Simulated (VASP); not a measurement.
# WSe2 (P6_3/mmc) in VASP: further runs

WSe2 is run at these levels: PBE; tasks: relaxation of cell and atoms, single point.

Program: VASP 6.6.1. These are calculated values, not measurements. Logs are shortened: lines on timing, memory, paths and dates and some standing lists are left out, and cuts for length are marked.

### 1 The cell of the first run

It takes space group P6_3/mmc (No. 194, hexagonal). Conventional cell: a = 3.300 Å, b = 3.300 Å, c = 14.948 Å, α = 90.00°, β = 90.00°, γ = 120.00°. W (site symmetry -6m2) has 6 Se at 2.53 Å and 6 W at 3.30 Å within 3.3 Å. Se (site symmetry 3m) has 3 W at 2.53 Å and 7 Se at 3.30 to 3.33 Å within 3.4 Å.

### 2 Relaxation of cell and atoms, PBE, target pressure 2 GPa, at which the enthalpy is minimised

INCAR reads:

```
SYSTEM = WSe2
PREC     = Accurate       ! precision mode
ENCUT    = 500            ! plane-wave cutoff, eV
EDIFF    = 1E-7           ! SCF threshold, eV
ISMEAR   = 0              ! smearing method
SIGMA    = 0.02           ! smearing width, eV
LREAL    = .FALSE.        ! projectors in reciprocal space
LASPH    = .TRUE.         ! aspherical terms in the spheres
NELM     = 120            ! most SCF steps
ALGO     = Normal         ! electronic algorithm
ISIF     = 3              ! what is computed and relaxed
LWAVE    = .FALSE.        ! write WAVECAR
LCHARG   = .FALSE.        ! write CHGCAR
GGA      = PE             ! functional
IBRION   = 2              ! ionic algorithm
NSW      = 70             ! ionic steps
EDIFFG   = -0.008         ! ionic threshold
PSTRESS  = 20.0         
GGA_COMPAT= .FALSE.      
NELMIN   = 4
```

KPOINTS reads:

```
Automatic mesh
0
G
  12 12 2
  0 0 0
```

POSCAR reads:

```
WSe2
1.0
    3.2998959860      0.0000000000      0.0000000000
   -1.6499479930      2.8577937537      0.0000000000
    0.0000000000      0.0000000000     14.9482878706
W Se
2 4
Direct
    0.6666666667      0.3333333333      0.7500000000
    0.3333333333      0.6666666667      0.2500000000
    0.3333333333      0.6666666667      0.8615430793
    0.6666666667      0.3333333333      0.3615430793
    0.3333333333      0.6666666667      0.6384569207
    0.6666666667      0.3333333333      0.1384569207
```

Potentials or basis: VASP PAW PBE potentials, release 64 (W_sv, Se).

Launch:

```sh
cat potpaw_PBE.64/W_sv/POTCAR potpaw_PBE.64/Se/POTCAR > POTCAR
mpirun -np 1 vasp_std > vasp.out
```

OUTCAR:

```text
SYSTEM = WSe2
   PREC = Accurate
   ENCUT = 500
   EDIFF = 1E-7
   ISMEAR = 0
   LREAL = .FALSE.
   LASPH = .TRUE.
   NELM = 120
   ISIF = 3
   GGA = PE
   IBRION = 2
   NSW = 70
   EDIFFG = -0.008
   PSTRESS = 20.0
   NELMIN = 4

 ion  position               nearest neighbor table
   1  0.667  0.333  0.750-   3 2.53   5 2.53   3 2.53   5 2.53   3 2.53   5 2.53
   2  0.333  0.667  0.250-   4 2.53   6 2.53   4 2.53   6 2.53   4 2.53   6 2.53
   3  0.333  0.667  0.862-   1 2.53   1 2.53   1 2.53
   4  0.667  0.333  0.362-   2 2.53   2 2.53   2 2.53
   5  0.333  0.667  0.638-   1 2.53   1 2.53   1 2.53
   6  0.667  0.333  0.138-   2 2.53   2 2.53   2 2.53

  LATTYP: Found a hexagonal cell.
 ALAT       =     3.2998959860
 C/A-ratio  =     4.5299269838

  Lattice vectors:

 A1 = (   3.2998959860,   0.0000000000,   0.0000000000)
 A2 = (  -1.6499479930,   2.8577937537,   0.0000000000)
 A3 = (   0.0000000000,   0.0000000000,  14.9482878706)

Analysis of symmetry for initial positions (statically):
=====================================================================
 Subroutine PRICEL returns:
 Original cell was already a primitive cell.

 Routine SETGRP: Setting up the symmetry group for a
 hexagonal supercell.

 Subroutine GETGRP returns: Found 24 space group operations
 (whereof 12 operations were pure point group operations)
 out of a pool of 24 trial point group operations.

The static configuration has the point symmetry D_3d.
 The point group associated with its full space group is D_6h.

Analysis of symmetry for dynamics (positions and initial velocities):
=====================================================================
 Subroutine PRICEL returns:
 Original cell was already a primitive cell.

 Routine SETGRP: Setting up the symmetry group for a
 hexagonal supercell.

 Subroutine GETGRP returns: Found 24 space group operations
 (whereof 12 operations were pure point group operations)
 out of a pool of 24 trial point group operations.

The dynamic configuration has the point symmetry D_3d.
 The point group associated with its full space group is D_6h.

 Subroutine INISYM returns: Found 24 space group operations
 (whereof 12 operations are pure point group operations),
 and found     1 'primitive' translations

----------------------------------------------------------------------------------------

                                     Primitive cell

  volume of cell :     140.9687

  direct lattice vectors                    reciprocal lattice vectors
     3.299895986  0.000000000  0.000000000     0.303039855  0.174960142  0.000000000
    -1.649947993  2.857793754  0.000000000     0.000000000  0.349920283  0.000000000
     0.000000000  0.000000000 14.948287871     0.000000000  0.000000000  0.066897293

  length of vectors
     3.299895986  3.299895986 14.948287871     0.349920283  0.349920283  0.066897293

  position of ions in fractional coordinates (direct lattice)
     0.666666667  0.333333333  0.750000000
     0.333333333  0.666666667  0.250000000
     0.333333333  0.666666667  0.861543079
     0.666666667  0.333333333  0.361543079
     0.333333333  0.666666667  0.638456921
     0.666666667  0.333333333  0.138456921

  ion indices of the primitive-cell ions
   primitive index   ion index
                 1           1
                 2           2
                 3           3
                 4           4
                 5           5
                 6           6

----------------------------------------------------------------------------------------

 KPOINTS: Automatic mesh

Automatic generation of k-mesh.
 Grid dimensions read from file:
 generate k-points for:   12   12    2

 Generating k-lattice:

  Cartesian coordinates                     Fractional coordinates (reciprocal lattice)
     0.025253321  0.014580012  0.000000000     0.083333333  0.000000000  0.000000000
     0.000000000  0.029160024  0.000000000     0.000000000  0.083333333  0.000000000
     0.000000000  0.000000000  0.033448647     0.000000000  0.000000000  0.500000000

  Length of vectors
     0.029160024  0.029160024  0.033448647

  Shift w.r.t. Gamma in fractional coordinates (k-lattice)
     0.000000000  0.000000000  0.000000000

 Subroutine IBZKPT returns following result:
 ===========================================

 Found     38 irreducible k-points:

 Following reciprocal coordinates:
            Coordinates               Weight
  0.000000  0.000000  0.000000      1.000000
  0.083333 -0.000000  0.000000      6.000000
  0.166667 -0.000000  0.000000      6.000000
  0.250000  0.000000  0.000000      6.000000
  0.333333 -0.000000  0.000000      6.000000
  0.416667  0.000000  0.000000      6.000000
[... 16 lines left out ...]
  0.250000  0.000000  0.500000      6.000000
  0.333333 -0.000000  0.500000      6.000000
 [... further k-points ...]
   k-points           NKPTS =     38   k-points in BZ     NKDIM =     38   number of bands    NBANDS=     31
   number of dos      NEDOS =    301   number of ions     NIONS =      6
   total plane-waves  NPLWV =  64512
   dimension x,y,z NGX =    24 NGY =   24 NGZ =  112
   dimension x,y,z NGXF=    48 NGYF=   48 NGZF=  224
   ions per type =               2   4
   NGX,Y,Z   is equivalent  to a cutoff of  12.09, 12.09, 12.46 a.u.
   NGXF,Y,Z  is equivalent  to a cutoff of  24.18, 24.18, 24.91 a.u.
 SYSTEM =  WSe2
   PREC   = accura    normal or accurate (medium, high low for compatibility)
   ISTART =      0    job   : 0-new  1-cont  2-samecut
   ICHARG =      2    charge: 1-file 2-atom 10-const
   ISPIN  =      1    spin polarized calculation?
   LNONCOLLINEAR =      F non collinear calculations
   LSORBIT =      F    spin-orbit coupling
   LASPH  =      T    aspherical Exc in radial PAW
   ENCUT  =  500.0 eV  36.75 Ry    6.06 a.u.   6.02  6.02 27.25*2*pi/ulx,y,z
   NELM   =    120;   NELMIN=  4; NELMDL= -5     # of ELM steps
   EDIFF  = 0.1E-06   stopping-criterion for ELM
   LREAL  =      F    real-space projection
   EDIFFG = -.8E-02   stopping-criterion for IOM
   NSW    =     70    number of steps for IOM
   IBRION =      2    ionic relax: 0-MD 1-quasi-New 2-CG
   NFREE  =      1    steps in history (QN), initial steepest desc. (CG)
   ISIF   =      3    stress and relaxation
   ISYM   =      2    0-nonsym 1-usesym 2-fastsym
   POTIM  = 0.5000    time-step for ionic-motion
   TEBEG  =    0.0;   TEEND  =   0.0 temperature during run
   PSTRESS=   20.0 pullay stress
   NELECT =      52.0000    total number of electrons
   NUPDOWN=      -1.0000    fix difference up-down
   EMIN   =  10.00;   EMAX   =-10.00  energy-range for DOS
   EFERMI =   0.00;   METHOD = LEGACY
   ISMEAR =     0;   SIGMA  =   0.02  broadening in eV -4-tet -1-fermi 0-gaus
   EFERMI_NEDOS =   21; number of points for ismear=-14 and -15
   IALGO  =     38    algorithm
   IMIX   =      4    mixing-type and parameters
     AMIX     =   0.40;   BMIX     =  1.00
     AMIX_MAG =   1.60;   BMIX_MAG =  1.00
  volume/ion in A,a.u.               =      23.49       158.55
  Fermi-wavevector in a.u.,A,eV,Ry     =   1.174091  2.218710 18.755490  1.378490
  Thomas-Fermi vector in A             =   2.310494
   LORBIT       =      0    0 simple, 1 ext, 2 COOP (PROOUT), +10 PAW based schemes
   GGA     = PE    functional components
   LHFCALC =     F    Hartree Fock is set to
   AEXX    =    0.0000 exact exchange contribution
   IVDW    =     0    specifies the selected vdW correction
   LEPSILON=     F    determine dielectric tensor
   LRPA    =     F    only Hartree local field effects (RPA)
 conjugate gradient relaxation of ions
 non-spin polarized calculation
 Gauss-broadening in eV      SIGMA  =   0.02
  energy-cutoff  :      500.00
  volume of cell :      140.97
 maximum number of plane-waves:      3630
   NGX = 13   NGY = 13   NGZ = 55

--------------------------------------- Ionic step        1  -------------------------------------------

 number of electron      51.9999978 magnetization

 Free energy of the ion-electron system (eV)
  ---------------------------------------------------
  ext. energy  EPLUGINS =         0.00000000
  ---------------------------------------------------
  free energy    TOTEN  =       -43.23210911 eV

  energy without entropy =      -43.23210911  energy(sigma->0) =      -43.23210911

------------------------ aborting loop because EDIFF is reached ----------------------------------------

  FORCE on cell =-STRESS in cart. coord.  units (eV):
  Direction    XX          YY          ZZ          XY          YZ          ZX
  --------------------------------------------------------------------------------------
  -------------------------------------------------------------------------------------
  Total        2.1011970      2.1011970      2.4939772     -0.0000000     -0.0000000      0.0000000
  in kB       23.8811247     23.8811247     28.3452614     -0.0000000     -0.0000000      0.0000000
  external PRESSURE =       5.3691703 kB  Pullay stress =      20.0000000 kB
[... 109 lines left out ...]
  energy  without entropy=      -43.2487089051  energy(sigma->0) =      -43.24870891

  enthalpy is  TOTEN    =       -41.4798247909 eV   P V=        1.7688841142

 E-fermi :   5.1022     XC(G=0):  -9.9606

 val. band max:        4.8520738198   @ k =   0.3333   0.3333   0.0000
 cond. band min:       6.1651484781   @ k =   0.1667   0.1667   0.0000
 fundamental gap:      1.3130746583
 Fermi energy:         5.1022458975

 k-point     1 :       0.0000    0.0000    0.0000
  band No.  band energies     occupation
      1     -69.2182      2.00000
      2     -69.2182      2.00000
      3     -33.4713      2.00000
      4     -33.4713      2.00000
      5     -33.3210      2.00000
      6     -33.3210      2.00000
[... 805 lines left out ...]
     30       7.1664      0.00000
     31       8.1229      0.00000

 [... further k-points ...]

[... ionic steps 4 to 17 ...]

--------------------------------------- Ionic step       18  -------------------------------------------

 number of electron      51.9999993 magnetization

------------------------ aborting loop because EDIFF is reached ----------------------------------------
[... 79 lines left out ...]
--------------------------------------- Ionic step       20  -------------------------------------------

 number of electron      51.9999993 magnetization

 Free energy of the ion-electron system (eV)
  ---------------------------------------------------
  ext. energy  EPLUGINS =         0.00000000
  ---------------------------------------------------
  free energy    TOTEN  =       -43.18224318 eV

  energy without entropy =      -43.18224318  energy(sigma->0) =      -43.18224318

 E-fermi :   6.2293     XC(G=0): -10.6148

 val. band max:        5.9359555638   @ k =   0.0000   0.0000   0.0000
 cond. band min:       6.9770965276   @ k =   0.1667   0.1667   0.0000
 fundamental gap:      1.0411409639
 Fermi energy:         6.2292906269

 k-point     1 :       0.0000    0.0000    0.0000
  band No.  band energies     occupation
      1     -68.3477      2.00000
      2     -68.3477      2.00000
      3     -32.5819      2.00000
      4     -32.5819      2.00000
      5     -32.4613      2.00000
      6     -32.4613      2.00000
[... 805 lines left out ...]
     30       7.9814      0.00000
     31       9.1208      0.00000

 [... further k-points ...]

------------------------ aborting loop because EDIFF is reached ----------------------------------------

  FORCE on cell =-STRESS in cart. coord.  units (eV):
  Direction    XX          YY          ZZ          XY          YZ          ZX
  --------------------------------------------------------------------------------------
  -------------------------------------------------------------------------------------
  Total        1.5701584      1.5701584      1.5382064      0.0000000      0.0000000      0.0000000
  in kB       20.2035224     20.2035224     19.7923892      0.0000000      0.0000000      0.0000000
  external PRESSURE =       0.0664780 kB  Pullay stress =      20.0000000 kB
[... 25 lines left out ...]
  energy  without entropy=      -43.1822431819  energy(sigma->0) =      -43.18224318

  enthalpy is  TOTEN    =       -41.6279019315 eV   P V=        1.5543412504

 reached required accuracy - stopping structural energy minimisation
```

Run time: 15 min. Hardware: 1 thread of Intel Xeon 6975P-C (Granite Rapids), shared host; peak memory 0.35 GiB.

Results:

- Free energy: -43.1822 eV
- Relaxed volume: 20.75 Å³/atom
- Relaxed cell: a = 3.300 Å, b = 3.300 Å, c = 13.207 Å, α = 90.00°, β = 90.00°, γ = 120.00°
- Space group after relaxing (to 0.1 Å): P6_3/mmc (No. 194)
- Energy change on relaxing (the run minimises the enthalpy): +8.3 meV/atom
- Ionic steps: 20
- Pressure after relaxing: 2.0 GPa
- Largest force after relaxing: 0.007 eV/Å
- Band gap on the k mesh: 1.04 eV (least direct gap 1.53 eV)

Forces in eV/Å, atoms in the order of the input:
```
W    0.000  0.000  0.000
W    0.000  0.000  0.000
Se   0.000  0.000 -0.007
Se   0.000  0.000 -0.007
Se   0.000  0.000  0.007
Se   0.000  0.000  0.007
```

The path:
| step | energy change (eV) | largest force (eV/Å) | pressure (GPa) | volume (Å³) |
| --- | --- | --- | --- | --- |
| 1 | 0.0000 | 0.3702 | 2.54 | 140.97 |
| 2 | -0.0173 | 0.1679 | -0.21 | 142.58 |
| 3 | -0.0166 | 0.1182 | 1.25 | 141.70 |
| 4 | -0.0107 | 0.0985 | 1.53 | 140.32 |
| 5 | 0.0230 | 0.0487 | 2.49 | 136.23 |
| 6 | 0.0215 | 0.0462 | 2.44 | 135.83 |
| 7 | 0.0176 | 0.0408 | 2.33 | 134.64 |
| 8 | 0.0132 | 0.0414 | 2.18 | 132.23 |
| 9 | 0.0245 | 0.0803 | 2.24 | 127.34 |
| 10 | 0.2670 | 0.1870 | 4.64 | 117.29 |
| 11 | 0.0464 | 0.3032 | 3.35 | 125.73 |
| 12 | 0.0863 | 0.3208 | 3.68 | 122.91 |
| 13 | 0.0660 | 0.3200 | 3.53 | 124.16 |
| 14 | 0.0611 | 0.0336 | 1.91 | 123.94 |
| 15 | 0.0604 | 0.0765 | 2.15 | 123.97 |
| 16 | 0.0572 | 0.0572 | 2.14 | 124.09 |
| 17 | 0.0510 | 0.0053 | 2.10 | 124.43 |
| 18 | 0.0509 | 0.0040 | 2.10 | 124.44 |
| 19 | 0.0496 | 0.0097 | 1.98 | 124.54 |
| 20 | 0.0499 | 0.0071 | 2.01 | 124.52 |

Final structure:
```xyz
6
Lattice="3.2995 0.0000 0.0000 -1.6498 2.8575 0.0000 0.0000 0.0000 13.2067" Properties=species:S:1:pos:R:3 pbc="T T T"
W     1.6498    0.9525    9.9050
W     0.0000    1.9050    3.3017
Se    0.0000    1.9050   11.5894
Se    1.6498    0.9525    4.9860
Se    0.0000    1.9050    8.2207
Se    1.6498    0.9525    1.6173
```

Caveat: the cell is relaxed towards a set pressure, so the run minimises the enthalpy, not the energy; spin-orbit coupling is left out, which moves the levels of the heavy elements; this functional lacks dispersion, which binds layers or chains, so the pressure and a relaxed spacing across them are unreliable. A k mesh can miss the band edges.

[end of part 1 of 3]
